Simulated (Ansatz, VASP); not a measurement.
# Ta4C3 in VASP and in Ansatz

The input INCAR:

```
SYSTEM = Ta4C3
ALGO     = Normal         ! electronic algorithm
EDIFF    = 1E-6           ! SCF threshold, eV
ENCUT    = 520            ! plane-wave cutoff, eV
GGA      = PS             ! functional
ISIF     = 2              ! what is computed and relaxed
ISMEAR   = 0              ! smearing method
LASPH    = .TRUE.         ! aspherical terms in the spheres
LCHARG   = .FALSE.        ! write CHGCAR
LREAL    = .FALSE.        ! projectors in reciprocal space
LWAVE    = .FALSE.        ! write WAVECAR
NBANDS   = 37             ! bands
NELM     = 60             ! most SCF steps
PREC     = Accurate       ! precision mode
SIGMA    = 0.15           ! smearing width, eV
```

KPOINTS

```
k-points
0
G
  10 10 10
  0 0 0
```

The input POSCAR:

```
Ta4C3
1.0
    4.4026022057      0.0000000000      0.0000000000
    0.0000000000      4.4026022057      0.0000000000
    0.0000000000      0.0000000000      4.4026022057
Ta C
4 3
Direct
    0.0002376022      0.5000000000      0.5000000000
    0.5000973477      0.0000000000      0.5000000000
    0.5000973477      0.5000000000      0.0000000000
    0.0009813796      0.0000000000      0.0000000000
    0.4659292407      0.0000000000      0.0000000000
    0.0063867284      0.5000000000      0.0000000000
    0.0063867284      0.0000000000      0.5000000000
```

Input for Ansatz:

```yaml
crystal:
  lattice:
    - [4.4026022057, 0.0, 0.0]
    - [0.0, 4.4026022057, 0.0]
    - [0.0, 0.0, 4.4026022057]
  atoms:
    - { symbol: Ta, position: [0.0002376022, 0.5, 0.5] }
    - { symbol: Ta, position: [0.5000973477, 0.0, 0.5] }
    - { symbol: Ta, position: [0.5000973477, 0.5, 0.0] }
    - { symbol: Ta, position: [0.0009813796, 0.0, 0.0] }
    - { symbol: C, position: [0.4659292407, 0.0, 0.0] }
    - { symbol: C, position: [0.0063867284, 0.5, 0.0] }
    - { symbol: C, position: [0.0063867284, 0.0, 0.5] }
basis:
  ecutwfc: 420
kpoints:
  mp_grid: { grid: [10, 10, 10] }
hamiltonian:
  xc: pbesol
scf:
  occupations: { method: gaussian, width: 0.15 }
output:
  forces: true
  stress: true
  eigenvalues: true
```

Change from the starting cell: mode 19 (633.2 1/cm) frozen in, largest displacement -0.150 Å.

Alike in both runs: task single point; functional PBEsol; k mesh 10 × 10 × 10; occupations gaussian, width 0.15 eV; no spin polarisation.

|  | VASP | Ansatz |
| --- | --- | --- |
| version | VASP 6.6.1 | Ansatz 0.2.0 |
| potentials or method | VASP PAW PBE potentials, release 64 (Ta_pv, C), cutoff 520 eV | scalar-relativistic, plane waves, PAW |
| valence electrons in the cell | 56 | 64 |

```csv
,VASP,Ansatz,Ansatz less VASP
gap on the k mesh at the Fermi level (eV),none,none,-
pressure (GPa),1.8,1.1,-0.70
"traceless stress, the component that is largest in VASP (GPa)",1.99,1.96,-0.032
rms of the force components (eV/Å),0.691,0.684,-0.0071
```

VASP's potentials were made for PBE, not for PBEsol. Atom by atom the forces differ by 0.008 eV/Å (rms over components). A gap of «none» marks a metal or a gap that the smearing closes. VASP's potentials hold 56 valence electrons a cell and Ansatz's 64, so a difference there can come from the potentials and not from the codes.

Spin-orbit coupling is off throughout.
